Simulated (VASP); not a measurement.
# Ge5H2 in VASP: a series of runs, part 2 of 2

VASP 6.6.1. The steps go on from the part before.

## (4) Single point, LDA

Input file INCAR:

```
SYSTEM = Ge5H2
ALGO = Normal
DIPOL = 0.5 0.5 0.343
EDIFF = 1E-6
ENCUT = 520
GGA = CA
IDIPOL = 3
ISIF = 2
ISMEAR = 0
LASPH = .True.
LCHARG = .True.
LDIPOL = .True.
LELF = .True.
LREAL = Auto
LVACPOTAV = .True.
LVHAR = .True.
LWAVE = .False.
NBANDS = 164
NELM = 100
PREC = Accurate
SIGMA = 0.05
```

Input file KPOINTS:

```
k-points
0
Gamma
  3 3 1
  0 0 0
```

Input file POSCAR:

```
Ge5H2
1.0
    7.9504584305      0.0000000000      0.0000000000
    0.0000000000      7.9504584305      0.0000000000
    0.0000000000      0.0000000000     19.3782629924
Ge H
20 8
Direct
    0.5000000000      0.5000000000      0.2531929680
    0.5000000000      0.0000000000      0.2531929680
    0.0000000000      0.5000000000      0.2531929680
    0.0000000000      0.0000000000      0.2531929680
    0.7500000000      0.5000000000      0.3257204060
    0.7500000000      0.0000000000      0.3257204060
    0.2500000000      0.5000000000      0.3257204060
    0.2500000000      0.0000000000      0.3257204060
    0.7503514217      0.7495677740      0.4024734101
    0.7503514217      0.2504322260      0.4024734101
    0.2495846563      0.7501183706      0.3974156065
    0.2495846563      0.2498816294      0.3974156065
    0.0044082754      0.7348198659      0.4748413619
    0.0044082754      0.2651801341      0.4748413619
    0.4975528386      0.7230817882      0.4742965174
    0.4975528386      0.2769182118      0.4742965174
    0.0921943976      0.0000000000      0.5296376506
    0.0884157669      0.5000000000      0.5518790661
    0.3903744072      0.0000000000      0.5055285719
    0.4255901368      0.5000000000      0.5607136970
    0.5090621173      0.6542935074      0.2055986752
    0.5090621173      0.3457064926      0.2055986752
    0.5090621173      0.1542935074      0.2055986752
    0.5090621173     -0.1542935074      0.2055986752
   -0.0090621173      0.3457064926      0.2055986752
   -0.0090621173      0.6542935074      0.2055986752
   -0.0090621173     -0.1542935074      0.2055986752
   -0.0090621173      0.1542935074      0.2055986752
```

Potentials or basis: VASP PAW LDA potentials, release 64 (Ge_d, H).

Launch:

```
cat potpaw_LDA.64/Ge_d/POTCAR potpaw_LDA.64/H/POTCAR > POTCAR
mpirun -np 1 vasp_std > vasp.out
```

OUTCAR:

```text
SYSTEM = Ge5H2
   EDIFF = 1E-6
   ENCUT = 520
   GGA = CA
   ISIF = 2
   ISMEAR = 0
   LASPH = .True.
   LREAL = Auto
   NELM = 100
   PREC = Accurate

 ion  position               nearest neighbor table
   1  0.500  0.500  0.253-  21 1.54  22 1.54   5 2.43   7 2.43
   2  0.500  0.000  0.253-  23 1.54  24 1.54   6 2.43   8 2.43
   3  0.000  0.500  0.253-  25 1.54  26 1.54   5 2.43   7 2.43
   4  0.000  0.000  0.253-  27 1.54  28 1.54   6 2.43   8 2.43
   5  0.750  0.500  0.326-   1 2.43   3 2.43   9 2.48  10 2.48
   6  0.750  0.000  0.326-   2 2.43   4 2.43   9 2.49  10 2.49
[... 8 lines left out ...]
  15  0.498  0.723  0.474-  19 2.44   9 2.45  11 2.48  20 2.51
  16  0.498  0.277  0.474-  19 2.44  10 2.45  12 2.48  20 2.51
  17  0.092  0.000  0.530-  19 2.42  14 2.46  13 2.46
  18  0.088  0.500  0.552-  13 2.48  14 2.48  20 2.69
  19  0.390  0.000  0.506-  17 2.42  16 2.44  15 2.44
  20  0.426  0.500  0.561-  15 2.51  16 2.51  18 2.69
  21  0.509  0.654  0.206-   1 1.54
  22  0.509  0.346  0.206-   1 1.54
  23  0.509  0.154  0.206-   2 1.54
  24  0.509  0.846  0.206-   2 1.54
  25  0.991  0.346  0.206-   3 1.54
  26  0.991  0.654  0.206-   3 1.54
  27  0.991  0.846  0.206-   4 1.54
  28  0.991  0.154  0.206-   4 1.54

[... 232 lines left out ...]
      4     -25.9143      2.00000
      5     -25.9136      2.00000
      6     -25.9002      2.00000
[... 625 lines left out ...]
    155       1.8262      0.00000
    156       1.8560      0.00000
 [bands above 156 left out]

------------------------ aborting loop because EDIFF is reached ----------------------------------------

  FORCE on cell =-STRESS in cart. coord.  units (eV):
  Direction    XX          YY          ZZ          XY          YZ          ZX
  --------------------------------------------------------------------------------------
  -------------------------------------------------------------------------------------
  Total       -5.3226713      4.6062016     -3.9803166      0.0000000      0.0000000      0.0222489
  in kB       -6.9621125      6.0249623     -5.2062978      0.0000000      0.0000000      0.0291018
  external PRESSURE =      -2.0478160 kB  Pullay stress =       0.0000000 kB

 VOLUME and BASIS-vectors are now :
 -----------------------------------------------------------------------------
  energy-cutoff  :      520.00
  volume of cell :     1224.90
      direct lattice vectors                 reciprocal lattice vectors
     7.950458431  0.000000000  0.000000000     0.125778911  0.000000000  0.000000000
     0.000000000  7.950458431  0.000000000     0.000000000  0.125778911  0.000000000
     0.000000000  0.000000000 19.378262992     0.000000000  0.000000000  0.051604212

 POSITION                                       TOTAL-FORCE (eV/Angst)
 -----------------------------------------------------------------------------------
      3.97523      3.97523      4.90644         0.036781      0.000000      0.349020
      3.97523      0.00000      4.90644         0.072890      0.000000      0.332317
      0.00000      3.97523      4.90644        -0.062098      0.000000      0.306056
      0.00000      0.00000      4.90644        -0.039153      0.000000      0.292063
      5.96284      3.97523      6.31190         0.086117      0.000000      0.168718
      5.96284      0.00000      6.31190         0.007499      0.000000      0.280190
[... 20 lines left out ...]
      7.87841      6.72375      3.98415         0.017064     -0.026285     -0.000664
      7.87841      1.22670      3.98415         0.017064      0.026285     -0.000664
 -----------------------------------------------------------------------------------
    total drift:                               -0.001038      0.000000     -0.020525

  FREE ENERGIE OF THE ION-ELECTRON SYSTEM (eV)
  ---------------------------------------------------
  free  energy   TOTEN  =      -124.0252670131 eV

  energy  without entropy=     -124.0152262804  energy(sigma->0) =     -124.02024665

 vacuum level on the upper side and lower side of the slab         3.583         3.352
```

It took 40 min on 1 thread of Intel Xeon Platinum 8488C (Sapphire Rapids), shared host; peak memory 1 GiB.

What came out:

```yaml
Free_energy: -124.0253 eV
Largest_force: 0.603 eV/Å
Band_gap_on_the_k_mesh: zero (bands 144 and 145 overlap by 0.13 eV)
```

Forces on the atoms (eV/Å):
```
Ge   0.037  0.000  0.349
Ge   0.073  0.000  0.332
Ge  -0.062  0.000  0.306
Ge  -0.039  0.000  0.292
Ge   0.086  0.000  0.169
Ge   0.007  0.000  0.280
Ge   0.000  0.000 -0.603
Ge  -0.091  0.000 -0.476
Ge   0.010  0.008 -0.021
Ge   0.010 -0.008 -0.021
Ge   0.009  0.014  0.014
Ge   0.009 -0.014  0.014
Ge   0.005  0.006 -0.003
Ge   0.005 -0.006 -0.003
Ge  -0.016 -0.006  0.013
Ge  -0.016  0.006  0.013
Ge  -0.018  0.000 -0.299
Ge   0.006  0.000 -0.239
Ge   0.016  0.000  0.003
Ge  -0.006  0.000 -0.005
H   -0.030  0.030 -0.024
H   -0.030 -0.030 -0.024
H   -0.036  0.032 -0.005
H   -0.036 -0.032 -0.005
H    0.036 -0.021 -0.028
H    0.036  0.021 -0.028
H    0.017 -0.026 -0.001
H    0.017  0.026 -0.001
```

## (5) Single point, LDA

Input file INCAR:

```
SYSTEM = Ge5H2
PREC = Accurate
ENCUT = 520
EDIFF = 1E-7
ISMEAR = 0
SIGMA = 0.05
LREAL = Auto
LASPH = .TRUE.
NELM = 60
ALGO = Normal
ISIF = 2
LWAVE = .FALSE.
LCHARG = .FALSE.
LDIPOL = .TRUE.
IDIPOL = 3
DIPOL = 0.5 0.5 0.342
NBANDS = 164
KPAR = 2
NCORE = 2
```

Input file KPOINTS:

```
regular mesh
0
G
  3 3 1
  0 0 0
```

Input file POSCAR:

```
Ge5H2
1.0
    7.9504584305      0.0000000000      0.0000000000
    0.0000000000      7.9504584305      0.0000000000
    0.0000000000      0.0000000000     19.3782629924
Ge H
20 8
Direct
    0.5000000000      0.5000000000      0.2531929680
    0.5000000000      0.0000000000      0.2531929680
    0.0000000000      0.5000000000      0.2531929680
    0.0000000000      0.0000000000      0.2531929680
    0.7500000000      0.5000000000      0.3257204060
    0.7500000000      0.0000000000      0.3257204060
    0.2500000000      0.5000000000      0.3257204060
    0.2500000000      0.0000000000      0.3257204060
    0.7460032486      0.7466706583      0.4013181148
    0.7460032486      0.2533293417      0.4013181148
    0.2618988067      0.7446689472      0.3956124401
    0.2618988067      0.2553310528      0.3956124401
    0.0055051489      0.7361835664      0.4731613245
    0.0055051489      0.2638164336      0.4731613245
    0.4956600237      0.7454621135      0.4770625092
    0.4956600237      0.2545378865      0.4770625092
    0.1430785467      0.0000000000      0.4951144324
    0.1527551406      0.5000000000      0.5296376506
    0.4234016950      0.0000000000      0.5451316382
    0.4621160962      0.5000000000      0.5578644430
    0.5090621173      0.6542935074      0.2055986752
    0.5090621173      0.3457064926      0.2055986752
    0.5090621173      0.1542935074      0.2055986752
    0.5090621173     -0.1542935074      0.2055986752
   -0.0090621173      0.3457064926      0.2055986752
   -0.0090621173      0.6542935074      0.2055986752
   -0.0090621173     -0.1542935074      0.2055986752
   -0.0090621173      0.1542935074      0.2055986752
```

Launch:

```
cat potpaw_LDA.64/Ge_d/POTCAR potpaw_LDA.64/H/POTCAR > POTCAR
mpirun -np 4 vasp_std > vasp.out
```

Wall time 11 min (4 MPI ranks of Intel Xeon Platinum 8488C (Sapphire Rapids), shared host); peak memory 0.6 GiB.

The run converged. Its results:

```
Free energy            : -124.0846 eV
Largest force          : 1.080 eV/Å
Band gap on the k mesh : 0.16 eV (least direct gap 0.28 eV)
```

Forces in eV/Å, atoms in the order of the input:
```
Ge   0.033  0.000  0.234
Ge   0.042  0.000  0.256
Ge  -0.055  0.000  0.244
Ge  -0.133  0.000  0.266
Ge   0.007  0.000  0.108
Ge   0.182  0.000  0.488
Ge  -0.082  0.000 -1.077
Ge  -0.046  0.000 -0.329
Ge  -0.014 -0.005 -0.007
Ge  -0.014  0.005 -0.007
Ge   0.010  0.008 -0.002
Ge   0.010 -0.008 -0.002
Ge  -0.012  0.007  0.006
Ge  -0.012 -0.007  0.006
Ge   0.002 -0.005  0.003
Ge   0.002  0.005  0.003
Ge   0.022  0.000  0.629
Ge   0.012  0.000 -0.850
Ge  -0.004  0.000  0.030
Ge  -0.014  0.000  0.009
H   -0.026 -0.016 -0.025
H   -0.026  0.016 -0.025
H   -0.032  0.015  0.011
H   -0.032 -0.015  0.011
H    0.029  0.021 -0.014
H    0.029 -0.021 -0.014
H    0.061 -0.007  0.023
H    0.061  0.007  0.023
```

Levels at points of the mesh, in eV from the valence-band top:
| k point | band 140 | band 141 | band 142 | band 143 | band 144 | band 145 | band 146 | band 147 | band 148 | band 149 |
| --- | --- | --- | --- | --- | --- | --- | --- | --- | --- | --- |
| (0.00, 0.00, 0.00) | -0.83 | -0.80 | -0.43 | -0.35 | -0.18 | 0.16 | 0.58 | 0.76 | 1.33 | 1.43 |

## (6) Single point, LDA

Input file INCAR:

```
SYSTEM = Ge5H2
  ALGO = Normal
  DIPOL = 0.5 0.5 0.341
  EDIFF = 1E-6
  ENCUT = 520
  GGA = CA
  IDIPOL = 3
  ISIF = 2
  ISMEAR = 0
  LASPH = .True.
  LCHARG = .True.
  LDIPOL = .True.
  LELF = .True.
  LREAL = Auto
  LVACPOTAV = .True.
  LVHAR = .True.
  LWAVE = .False.
  NBANDS = 164
  NELM = 80
  PREC = Accurate
  SIGMA = 0.05
```

Input file KPOINTS:

```
k-points
0
Gamma
  3 3 1
  0 0 0
```

Input file POSCAR:

```
Ge5H2
1.0
    7.9504584305      0.0000000000      0.0000000000
    0.0000000000      7.9504584305      0.0000000000
    0.0000000000      0.0000000000     19.3782629924
Ge H
20 8
Direct
    0.5000000000      0.5000000000      0.2531929680
    0.5000000000      0.0000000000      0.2531929680
    0.0000000000      0.5000000000      0.2531929680
    0.0000000000      0.0000000000      0.2531929680
    0.7500000000      0.5000000000      0.3257204060
    0.7500000000      0.0000000000      0.3257204060
    0.2500000000      0.5000000000      0.3257204060
    0.2500000000      0.0000000000      0.3257204060
    0.7453559447      0.7486136834      0.3997674524
    0.7453559447      0.2513863166      0.3997674524
    0.2519512555      0.7499115957      0.3958936415
    0.2519512555      0.2500884043      0.3958936415
    0.0002699156      0.7308585129      0.4702368398
    0.0002699156      0.2691414871      0.4702368398
    0.4957318869      0.7242746339      0.4736323275
    0.4957318869      0.2757253661      0.4736323275
    0.1012934721      0.0000000000      0.5062609423
    0.1062304558      0.5000000000      0.5407841604
    0.4040912423      0.0000000000      0.5072387276
    0.4309248553      0.5000000000      0.5594991169
    0.5090621173      0.6542935074      0.2055986752
    0.5090621173      0.3457064926      0.2055986752
    0.5090621173      0.1542935074      0.2055986752
    0.5090621173     -0.1542935074      0.2055986752
   -0.0090621173      0.3457064926      0.2055986752
   -0.0090621173      0.6542935074      0.2055986752
   -0.0090621173     -0.1542935074      0.2055986752
   -0.0090621173      0.1542935074      0.2055986752
```

Potentials or basis: VASP PAW LDA potentials, release 64 (Ge_d, H).

Launch:

```
cat potpaw_LDA.64/Ge_d/POTCAR potpaw_LDA.64/H/POTCAR > POTCAR
mpirun -np 1 vasp_std > vasp.out
```

It took 35 min on 1 thread of Intel Xeon Platinum 8488C (Sapphire Rapids), shared host; peak memory 1 GiB.

It converged, with:

```
Free energy            : -124.1047 eV
Largest force          : 0.718 eV/Å
Band gap on the k mesh : zero (bands 144 and 145 overlap by 0.17 eV)
```

Forces on the atoms (eV/Å):
```
Ge   0.041  0.000  0.244
Ge   0.010  0.000  0.215
Ge  -0.043  0.000  0.249
Ge  -0.023  0.000  0.258
Ge  -0.019  0.000 -0.026
Ge  -0.023  0.000  0.180
Ge  -0.002  0.000 -0.718
Ge   0.043  0.000 -0.645
Ge  -0.001  0.005  0.004
Ge  -0.001 -0.005  0.004
Ge   0.009  0.002  0.007
Ge   0.009 -0.002  0.007
Ge  -0.012 -0.007  0.001
Ge  -0.012  0.007  0.001
Ge   0.003 -0.012 -0.009
Ge   0.003  0.012 -0.009
Ge   0.005  0.000  0.162
Ge  -0.003  0.000  0.038
Ge   0.000  0.000  0.036
Ge   0.005  0.000  0.013
H   -0.035  0.005 -0.011
H   -0.035 -0.005 -0.011
H   -0.005  0.006 -0.002
H   -0.005 -0.006 -0.002
H    0.028  0.001 -0.012
H    0.028 -0.001 -0.012
H    0.016 -0.009  0.019
H    0.016  0.009  0.019
```

Levels at points of the mesh, in eV from the Fermi level:
| k point | band 142 | band 143 | band 144 | band 145 | band 146 | band 147 |
| --- | --- | --- | --- | --- | --- | --- |
| (0.00, 0.00, 0.00) | -0.59 | -0.37 | -0.32 | -0.16 | 0.74 | 0.83 |

## (7) The runs side by side

| cell | gap on the mesh (eV) | largest force (eV/Å) |
| --- | --- | --- |
| as given, atomic positions A | none | 0.99 |
| as given, atomic positions B | none | 0.48 |
| as given, atomic positions C | none | 0.60 |
| as given, atomic positions D | 0.16 | 1.08 |
| as given, atomic positions E | none | 0.72 |

Alike in all rows: task single point; level LDA; potentials or basis VASP PAW LDA potentials, release 64 (Ge_d, H); no spin polarisation; k mesh 3 × 3 × 1; cutoff (eV) 520; smearing gaussian 0.05 eV.

Total energies depend on the potentials used, so only differences within one code and one set of settings carry meaning.
